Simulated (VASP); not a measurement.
Input of a VASP 6.6.1 run:

File INCAR:

```
SYSTEM = SiC8
PREC = Accurate
ENCUT = 520
EDIFF = 1E-6
ISMEAR = 0
SIGMA = 0.1
LREAL = .False.
LASPH = .True.
NELM = 150
ALGO = Fast
ISIF = 2
LWAVE = .False.
LCHARG = .True.
ISPIN = 2
MAGMOM = 0 0 0 0 0 0 0 0 2
LORBIT = 11
LDIPOL = .True.
IDIPOL = 3
DIPOL = 0.5 0.5 0.250
GGA = PE
IVDW = 12
LELF = .True.
LVHAR = .True.
LVACPOTAV = .True.
NBANDS = 32
```

File KPOINTS:

```
regular mesh
0
Gamma
  6 6 1
  0 0 0
```

Contents of POSCAR:

```
SiC8
1.0
    4.9313048819      0.0000000000      0.0000000000
   -2.4656524409      4.2706353015      0.0000000000
    0.0000000000      0.0000000000     17.4000331942
C Si
8 1
Direct
    0.3333333333      0.1666666667      0.2298865266
    0.3333333333      0.6666666667      0.2298865266
    0.8333333333      0.1666666667      0.2298865266
    0.8333333333      0.6666666667      0.2298865266
    0.1666666667      0.3333333333      0.2298846189
    0.1666666667      0.8333333333      0.2298846189
    0.6666666667      0.3333333333      0.2298846189
    0.6666666667      0.8333333333      0.2298846189
    0.5000000000      0.2500000000      0.4080471063
```

Potentials or basis: VASP PAW PBE potentials, release 64 (C, Si).

Command:

```console
$ cat potpaw_PBE.64/C/POTCAR potpaw_PBE.64/Si/POTCAR > POTCAR
$ mpirun -np 1 vasp_std > vasp.out
```

Question: What does it give for the dispersion energy per atom?

Answer: -0.111 eV.

Question: Estimate the site moments.

Answer: C -0.00, +0.00 (each value once); Si +0.54 μB.

Question: Predict the net moment.

Answer: 1.89 μB per cell.

Forces on the atoms (eV/Å):
```
C   -0.141 -0.081  0.143
C    0.002  0.001  0.003
C    0.119 -0.041 -0.038
C    0.025  0.124 -0.038
C   -0.119  0.041 -0.038
C   -0.025 -0.124 -0.038
C    0.141  0.081  0.143
C   -0.002 -0.001  0.003
Si   0.000  0.000 -0.138
```

Caveat: a moment this small can come from the mesh or the smearing.
